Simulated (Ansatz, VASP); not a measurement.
# Two plane-wave programs on GaP

```xyz
2
Lattice="1.8466 1.0661 2.8991 -1.8466 1.0661 2.8991 0.0000 -2.1322 2.8991" Properties=species:S:1:pos:R:3 pbc="T T T"
Ga    0.0000    0.0000    4.3486
P     0.0000    0.0000    0.0000
```

Alike in both runs: functional PBE; k mesh 6 × 6 × 6; occupations gaussian, width 0.2 eV; no spin polarisation.

Ansatz relaxed the structure, and its values are those at the end. VASP's run is a single point on that final structure, the one shown.

|  | VASP | Ansatz |
| --- | --- | --- |
| version | VASP 6.6.1 | Ansatz 0.2.0 |
| potentials or method | VASP PAW PBE potentials, release 64 (Ga_d, P), cutoff 500 eV | scalar-relativistic, plane waves, PAW |
| valence electrons in the cell | 18 | 18 |

```csv
,VASP,Ansatz,Ansatz less VASP
gap on the k mesh at the Fermi level (eV),none,none,-
pressure (GPa),0.2,0.2,-0.04
```

A gap of «none» marks a metal or a gap that the smearing closes.
